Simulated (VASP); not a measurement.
Here is a VASP 6.6.1 calculation.

Contents of INCAR:

```
ALGO = Normal
EDIFF = 1E-6
ENCUT = 520
GGA = PS
ISIF = 2
ISMEAR = 0
LASPH = T
LCHARG = F
LREAL = F
LWAVE = F
NBANDS = 11
NELM = 60
PREC = Accurate
SIGMA = 0.05
```

KPOINTS

```
k-points
0
Gamma
  12 12 12
```

POSCAR

```
SiC
1.0
    0.0000000000      1.9919499511      2.5895349364
    1.9919499511      0.0000000000      2.5895349364
    1.9919499511      1.9919499511      0.0000000000
Si C
1 1
Direct
    0.0000000000      0.0000000000      0.0000000000
    0.7500000000      0.7500000000      0.7500000000
```

Potentials or basis: VASP PAW PBE potentials, release 64 (Si, C).

Command:

```bash
$ cat potpaw_PBE.64/Si/POTCAR potpaw_PBE.64/C/POTCAR > POTCAR
$ mpirun -np 1 vasp_std > vasp.out
```

Question: Estimate the pressure.

Answer: -1.4 GPa.

Question: Estimate the band gap on the k mesh.

Answer: Zero (band 4 reaches 9.53 eV, above the bottom of band 5 at 9.03 eV).

Stress tensor (GPa, compression positive):
```
 33.36   0.00   0.00
  0.00  33.36   0.00
  0.00   0.00 -70.77
```

Caveat: the PAW data sets were made with another functional, which shifts forces and pressure a little.
